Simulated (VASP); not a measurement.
## Pd: single point with PBEsol

Pd:

```
Pd
1.0
     2.57596    0.00000    0.00000
     0.00000    2.57596    0.00000
     0.00000    0.00000    2.57596
Pd
1
Direct
  0.00000 0.00000 0.00000
```

- Program: VASP 6.6.1
- Task: single point
- Functional: PBEsol
- Potentials or basis: VASP PAW PBE potentials, release 64 (Pd)
- Cutoff: 500 eV
- k mesh: 10 × 10 × 10
- Occupations: fermi-dirac, width 0.05 eV
- Spin: no spin polarisation
- Dipole correction: no
- Further INCAR settings: ALGO = Normal; EDIFF = 1e-06; NBANDS = 11

| Quantity | Value |
| --- | --- |
| Pressure | -2.4 GPa |
| Band gap on the k mesh | zero (band 5 reaches 8.89 eV, above the bottom of band 6 at 6.96 eV) |

Levels at points of the mesh, in eV from the Fermi level:
| k point | band 2 | band 3 | band 4 | band 5 | band 6 | band 7 | band 8 | band 9 |
| --- | --- | --- | --- | --- | --- | --- | --- | --- |
| (0.00, 0.00, 0.00) | -4.81 | -4.81 | 0.01 | 0.01 | 0.01 | 16.65 | 16.65 | 16.65 |
| (0.50, 0.00, 0.00) | -4.16 | -1.64 | -1.64 | 0.16 | 0.21 | 4.99 | 18.32 | 21.35 |
| (0.50, 0.50, 0.00) | -3.63 | -1.33 | -1.33 | 1.17 | 5.49 | 5.49 | 11.88 | 12.50 |
| (0.50, 0.50, 0.50) | -4.11 | -4.11 | 1.28 | 1.28 | 10.95 | 11.32 | 11.32 | 11.32 |

Run time: 9 s on 1 thread of AMD EPYC 7R43 64-Core Processor (Zen 3) (shared host), peak memory 0.09 GiB.

Caveat: the PAW data sets were made with another functional, which shifts forces and pressure a little.
